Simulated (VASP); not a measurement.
# YCl4F (P-1) in VASP: single point with PBE+U

Aim: the single point of YCl4F with PBE+U.

Everything below comes from runs of VASP 6.6.1. Logs are shortened: lines on timing, memory, paths and dates and some standing lists are left out, and cuts for length are marked.

### 1 The cell of the first run

The typed cell holds 12 atoms: a = 9.410 Å, b = 7.066 Å, c = 7.724 Å, α = 71.93°, β = 103.03°, γ = 122.59°.

### 2 Single point, PBE+U

File INCAR:

```
PREC = Accurate
ENCUT = 520
EDIFF = 1E-7
ISMEAR = -1
SIGMA = 0.1
LREAL = F
LASPH = T
NELM = 150
ALGO = Normal
ISIF = 2
LWAVE = F
LCHARG = F
LMAXMIX = 4
LDAU = T
LDAUTYPE = 2
LDAUL = -1 -1 2
LDAUU = 0 0 5.06
LDAUJ = 0 0 0
LDAUPRINT = 1
GGA = PE
NBANDS = 58
```

File KPOINTS:

```
Automatic mesh
0
Gamma
  3 3 3
  0.5 0.5 0.5
```

File POSCAR:

```
YCl4F
1.0
    9.3559111913     -0.9922019739      0.1646809097
   -3.1749464445      6.2722938995      0.7132366342
   -1.7822625350      0.9497418737      7.4552099331
F Cl Y
2 8 2
Direct
    0.7978147926      0.0542222893      0.3253689682
    0.2021852074      0.9457777107      0.6746310318
    0.4557651345      0.1627713273      0.0912945129
    0.5442348655      0.8372286727      0.9087054871
    0.2581183073      0.3475046836      0.4853470970
    0.7418816927      0.6524953164      0.5146529030
    0.6677708719      0.3168945132      0.6424517133
    0.3322291281      0.6831054868      0.3575482867
    0.9383683540      0.6678241094      0.0558340078
    0.0616316460      0.3321758906      0.9441659922
    0.7628676224      0.2079767698      1.0652815090
    0.2371323776      0.7920232302     -0.0652815090
```

Potentials or basis: VASP PAW PBE potentials, release 64 (F, Cl, Y_sv).

Command:

```console
$ cat potpaw_PBE.64/F/POTCAR potpaw_PBE.64/Cl/POTCAR potpaw_PBE.64/Y_sv/POTCAR > POTCAR
$ mpirun -np 1 vasp_std > vasp.out
```

OUTCAR:

```text
PREC = Accurate
   ENCUT = 520
   EDIFF = 1E-7
   ISMEAR = -1
   LREAL = F
   LASPH = T
   NELM = 150
   ISIF = 2
   GGA = PE

 ion  position               nearest neighbor table
   1  0.798  0.054  0.325-  11 2.01
   2  0.202  0.946  0.675-  12 2.01
   3  0.456  0.163  0.091-  12 2.76  11 2.78
   4  0.544  0.837  0.909-  11 2.76  12 2.78
   5  0.258  0.348  0.485-   8 2.04
   6  0.742  0.652  0.515-   7 2.04
   7  0.668  0.317  0.642-   6 2.04  11 3.15
   8  0.332  0.683  0.358-   5 2.04  12 3.15
   9  0.938  0.668  0.056-  11 2.72  12 2.75
  10  0.062  0.332  0.944-  12 2.72  11 2.75
  11  0.763  0.208  0.065-   1 2.01   9 2.72  10 2.75   4 2.76   3 2.78   7 3.15  12 4.19  12 4.25

  12  0.237  0.792  0.935-   2 2.01  10 2.72   9 2.75   3 2.76   4 2.78   8 3.15  11 4.19  11 4.25

  LATTYP: Found a triclinic cell.
 ALAT       =     9.4098171490
 B/A-ratio  =     1.9832758939
 C/A-ratio  =     2.0059723401
 COS(alpha) =     0.0026339195
 COS(beta)  =     0.3861600753
 COS(gamma) =     0.9151039624

  Lattice vectors:

 A1 = (   9.3559111913,  -0.9922019739,   0.1646809097)
 A2 = (  16.9295598476,  -1.0346620741,   7.7845717525)
 A3 = (   6.7394715145,  -8.1717776469, -15.6236565004)

Analysis of symmetry for initial positions (statically):
=====================================================================
 Subroutine PRICEL returns:
 Original cell was already a primitive cell.

 Routine SETGRP: Setting up the symmetry group for a
 triclinic supercell.

 Subroutine GETGRP returns: Found  2 space group operations
 (whereof  2 operations were pure point group operations)
 out of a pool of  2 trial point group operations.

The static configuration has the point symmetry S_2 .

Analysis of symmetry for dynamics (positions and initial velocities):
=====================================================================
 Subroutine PRICEL returns:
 Original cell was already a primitive cell.

 Routine SETGRP: Setting up the symmetry group for a
 triclinic supercell.

 Subroutine GETGRP returns: Found  2 space group operations
 (whereof  2 operations were pure point group operations)
 out of a pool of  2 trial point group operations.

The dynamic configuration has the point symmetry S_2 .

 Subroutine INISYM returns: Found  2 space group operations
 (whereof  2 operations are pure point group operations),
 and found     1 'primitive' translations

----------------------------------------------------------------------------------------

                                     Primitive cell

  volume of cell :     410.2770

  direct lattice vectors                    reciprocal lattice vectors
     9.355911191 -0.992201974  0.164680910     0.112323818  0.054594136  0.019897521
    -3.174946445  6.272293900  0.713236634     0.018410680  0.170723169 -0.017347637
    -1.782262535  0.949741874  7.455209933    -0.004242504 -0.017538960  0.135354502

  length of vectors
     9.409817149  7.066163187  7.723899567     0.126463715  0.172587063  0.136552024

  position of ions in fractional coordinates (direct lattice)
     0.797814793  0.054222289  0.325368968
[... 127 lines left out ...]
   NGX = 35   NGY = 27   NGZ = 29

atom =  11  type =  3  l = 2

 onsite density matrix

spin component  1

  0.0265  0.0159 -0.0105 -0.0116 -0.0028
  0.0159  0.0836 -0.0433 -0.0087 -0.0046
 -0.0105 -0.0433  0.1056  0.0234 -0.0091
 -0.0116 -0.0087  0.0234  0.0497 -0.0121
 -0.0028 -0.0046 -0.0091 -0.0121  0.0850

spin component  2

  0.0265  0.0159 -0.0105 -0.0116 -0.0028
  0.0159  0.0836 -0.0433 -0.0087 -0.0046
 -0.0105 -0.0433  0.1056  0.0234 -0.0091
 -0.0116 -0.0087  0.0234  0.0497 -0.0121
 -0.0028 -0.0046 -0.0091 -0.0121  0.0850

 occupancies and eigenvectors

  o =  0.0185  v =  0.8912 -0.2283 -0.0985  0.3717  0.0755  0.0000  0.0000  0.0000  0.0000  0.0000      0.0000  0.0000  0.0000  0.0000  0.0000  0.0000  0.0000  0.0000  0.0000  0.0000
  o =  0.0185  v =  0.0000  0.0000  0.0000  0.0000  0.0000  0.8912 -0.2283 -0.0985  0.3717  0.0755      0.0000  0.0000  0.0000  0.0000  0.0000  0.0000  0.0000  0.0000  0.0000  0.0000
  o =  0.0429  v = -0.4140 -0.1145 -0.4284  0.7893  0.0949  0.0000  0.0000  0.0000  0.0000  0.0000      0.0000  0.0000  0.0000  0.0000  0.0000  0.0000  0.0000  0.0000  0.0000  0.0000
  o =  0.0429  v =  0.0000  0.0000  0.0000  0.0000  0.0000 -0.4140 -0.1145 -0.4284  0.7893  0.0949      0.0000  0.0000  0.0000  0.0000  0.0000  0.0000  0.0000  0.0000  0.0000  0.0000
  o =  0.0498  v =  0.0607  0.7225  0.4787  0.3549  0.3451  0.0000  0.0000  0.0000  0.0000  0.0000      0.0000  0.0000  0.0000  0.0000  0.0000  0.0000  0.0000  0.0000  0.0000  0.0000
  o =  0.0498  v =  0.0000  0.0000  0.0000  0.0000  0.0000  0.0607  0.7225  0.4787  0.3549  0.3451      0.0000  0.0000  0.0000  0.0000  0.0000  0.0000  0.0000  0.0000  0.0000  0.0000
  o =  0.0900  v = -0.0718 -0.3060 -0.0372 -0.2134  0.9243  0.0000  0.0000  0.0000  0.0000  0.0000      0.0000  0.0000  0.0000  0.0000  0.0000  0.0000  0.0000  0.0000  0.0000  0.0000
  o =  0.0900  v =  0.0000  0.0000  0.0000  0.0000  0.0000 -0.0718 -0.3060 -0.0372 -0.2134  0.9243      0.0000  0.0000  0.0000  0.0000  0.0000  0.0000  0.0000  0.0000  0.0000  0.0000
  o =  0.1493  v =  0.0000  0.0000  0.0000  0.0000  0.0000  0.1598  0.5649 -0.7591 -0.2593  0.1090      0.0000  0.0000  0.0000  0.0000  0.0000  0.0000  0.0000  0.0000  0.0000  0.0000
  o =  0.1493  v =  0.1598  0.5649 -0.7591 -0.2593  0.1090  0.0000  0.0000  0.0000  0.0000  0.0000      0.0000  0.0000  0.0000  0.0000  0.0000  0.0000  0.0000  0.0000  0.0000  0.0000

atom =  12  type =  3  l = 2

 onsite density matrix

spin component  1

  0.0265  0.0159 -0.0105 -0.0116 -0.0028
  0.0159  0.0836 -0.0433 -0.0087 -0.0046
 -0.0105 -0.0433  0.1056  0.0234 -0.0091
 -0.0116 -0.0087  0.0234  0.0497 -0.0121
 -0.0028 -0.0046 -0.0091 -0.0121  0.0850

spin component  2

  0.0265  0.0159 -0.0105 -0.0116 -0.0028
  0.0159  0.0836 -0.0433 -0.0087 -0.0046
 -0.0105 -0.0433  0.1056  0.0234 -0.0091
 -0.0116 -0.0087  0.0234  0.0497 -0.0121
 -0.0028 -0.0046 -0.0091 -0.0121  0.0850

 occupancies and eigenvectors

  o =  0.0185  v =  0.8912 -0.2283 -0.0985  0.3717  0.0755  0.0000  0.0000  0.0000  0.0000  0.0000      0.0000  0.0000  0.0000  0.0000  0.0000  0.0000  0.0000  0.0000  0.0000  0.0000
  o =  0.0185  v =  0.0000  0.0000  0.0000  0.0000  0.0000  0.8912 -0.2283 -0.0985  0.3717  0.0755      0.0000  0.0000  0.0000  0.0000  0.0000  0.0000  0.0000  0.0000  0.0000  0.0000
  o =  0.0429  v = -0.4140 -0.1145 -0.4284  0.7893  0.0949  0.0000  0.0000  0.0000  0.0000  0.0000      0.0000  0.0000  0.0000  0.0000  0.0000  0.0000  0.0000  0.0000  0.0000  0.0000
  o =  0.0429  v =  0.0000  0.0000  0.0000  0.0000  0.0000 -0.4140 -0.1145 -0.4284  0.7893  0.0949      0.0000  0.0000  0.0000  0.0000  0.0000  0.0000  0.0000  0.0000  0.0000  0.0000
  o =  0.0498  v =  0.0607  0.7225  0.4787  0.3549  0.3451  0.0000  0.0000  0.0000  0.0000  0.0000      0.0000  0.0000  0.0000  0.0000  0.0000  0.0000  0.0000  0.0000  0.0000  0.0000
  o =  0.0498  v =  0.0000  0.0000  0.0000  0.0000  0.0000  0.0607  0.7225  0.4787  0.3549  0.3451      0.0000  0.0000  0.0000  0.0000  0.0000  0.0000  0.0000  0.0000  0.0000  0.0000
  o =  0.0900  v = -0.0718 -0.3060 -0.0372 -0.2134  0.9243  0.0000  0.0000  0.0000  0.0000  0.0000      0.0000  0.0000  0.0000  0.0000  0.0000  0.0000  0.0000  0.0000  0.0000  0.0000
  o =  0.0900  v =  0.0000  0.0000  0.0000  0.0000  0.0000 -0.0718 -0.3060 -0.0372 -0.2134  0.9243      0.0000  0.0000  0.0000  0.0000  0.0000  0.0000  0.0000  0.0000  0.0000  0.0000
  o =  0.1493  v =  0.0000  0.0000  0.0000  0.0000  0.0000  0.1598  0.5649 -0.7591 -0.2593  0.1090      0.0000  0.0000  0.0000  0.0000  0.0000  0.0000  0.0000  0.0000  0.0000  0.0000
  o =  0.1493  v =  0.1598  0.5649 -0.7591 -0.2593  0.1090  0.0000  0.0000  0.0000  0.0000  0.0000      0.0000  0.0000  0.0000  0.0000  0.0000  0.0000  0.0000  0.0000  0.0000  0.0000

 number of electron      91.9999992 magnetization

 Free energy of the ion-electron system (eV)
  ---------------------------------------------------
  ext. energy  EPLUGINS =         0.00000000
  ---------------------------------------------------
  free energy    TOTEN  =       -49.37891288 eV

  energy without entropy =      -49.37891023  energy(sigma->0) =      -49.37891156

 E-fermi :  -0.6197     XC(G=0):  -6.8235

 val. band max:       -2.1399567321   @ k =   0.5000  -0.1667   0.1667
 cond. band min:       0.8698158064   @ k =  -0.1667   0.5000   0.1667
 fundamental gap:      3.0097725385
 Fermi energy:        -0.6196814349

 k-point     1 :       0.1667    0.1667    0.1667
  band No.  band energies     occupation
      1     -44.1809      2.00000
      2     -44.1794      2.00000
      3     -25.0160      2.00000
      4     -25.0152      2.00000
      5     -24.1446      2.00000
      6     -24.1307      2.00000
[... 843 lines left out ...]
     57       5.0010      0.00000
     58       5.0908      0.00000

------------------------ aborting loop because EDIFF is reached ----------------------------------------

  FORCE on cell =-STRESS in cart. coord.  units (eV):
  Direction    XX          YY          ZZ          XY          YZ          ZX
  --------------------------------------------------------------------------------------
  -------------------------------------------------------------------------------------
  Total       -0.7403095     -0.3074209      3.2186575     -0.8558443     -1.5017050      0.5984331
  in kB       -2.8909912     -1.2005127     12.5692161     -3.3421675     -5.8643254      2.3369478
  external PRESSURE =       2.8259041 kB  Pullay stress =       0.0000000 kB

 VOLUME and BASIS-vectors are now :
 -----------------------------------------------------------------------------
  energy-cutoff  :      520.00
  volume of cell :      410.28
      direct lattice vectors                 reciprocal lattice vectors
     9.355911191 -0.992201974  0.164680910     0.112323818  0.054594136  0.019897521
    -3.174946445  6.272293900  0.713236634     0.018410680  0.170723169 -0.017347637
    -1.782262535  0.949741874  7.455209933    -0.004242504 -0.017538960  0.135354502

 POSITION                                       TOTAL-FORCE (eV/Angst)
 -----------------------------------------------------------------------------------
      6.71224     -0.14248      2.59575         0.226092     -0.492983      1.173771
     -2.31354      6.37231      5.73738        -0.226092      0.492983     -1.173771
      3.58460      0.65544      0.87177         0.001700      0.040396     -0.015928
      0.81411      5.57439      7.46136        -0.001700     -0.040396      0.015928
      0.44661      2.38450      3.90872        -0.017221      0.151441     -0.061406
      3.95209      3.84533      4.42440         0.017221     -0.151441      0.061406
      4.09646      1.93526      5.12560        -0.003136      0.174733      0.042467
      0.30224      4.29458      3.20753         0.003136     -0.174733     -0.042467
      6.55947      3.31077      1.04710        -0.011498      0.026899      0.007606
     -2.16077      2.91907      7.28603         0.011498     -0.026899     -0.007606
      6.36066      0.60957      0.76065        -0.283912      0.498381     -1.350474
     -1.96196      5.62026      7.57247         0.283912     -0.498381      1.350474
 -----------------------------------------------------------------------------------
    total drift:                                0.000000      0.000000      0.000000

  FREE ENERGIE OF THE ION-ELECTRON SYSTEM (eV)
  ---------------------------------------------------
  free  energy   TOTEN  =       -49.3789128803 eV

  energy  without entropy=      -49.3789102303  energy(sigma->0) =      -49.37891156
```

It took 15 min on 1 thread of Intel Xeon 8259CL, shared host; peak memory 0.68 GiB.

What came out:

| Quantity | Value |
| --- | --- |
| Free energy | -49.3789 eV |
| Pressure | 0.3 GPa |
| Largest force | 1.467 eV/Å |
| Band gap on the k mesh | 3.01 eV (least direct gap 3.02 eV) |

Forces in eV/Å, atoms in the order of the input:
```
F    0.226 -0.493  1.174
F   -0.226  0.493 -1.174
Cl   0.002  0.040 -0.016
Cl  -0.002 -0.040  0.016
Cl  -0.017  0.151 -0.061
Cl   0.017 -0.151  0.061
Cl  -0.003  0.175  0.042
Cl   0.003 -0.175 -0.042
Cl  -0.011  0.027  0.008
Cl   0.011 -0.027 -0.008
Y   -0.284  0.498 -1.350
Y    0.284 -0.498  1.350
```

Stress tensor (GPa, compression positive):
```
-0.29 -0.33  0.23
-0.33 -0.12 -0.59
 0.23 -0.59  1.26
```

Eigenvalues of the final occupation matrices:
| site | spin | trace | eigenvalues |
| --- | --- | --- | --- |
| site 11 d | 1 | 0.35 | 0.02 0.04 0.05 0.09 0.15 |
| site 11 d | 2 | 0.35 | 0.02 0.04 0.05 0.09 0.15 |
| site 12 d | 1 | 0.35 | 0.02 0.04 0.05 0.09 0.15 |
| site 12 d | 2 | 0.35 | 0.02 0.04 0.05 0.09 0.15 |

Caveat: a shifted mesh leaves out Γ, where band edges can lie; forces of over 1 eV/Å act on the atoms, so gaps and moduli don't describe the material at rest.
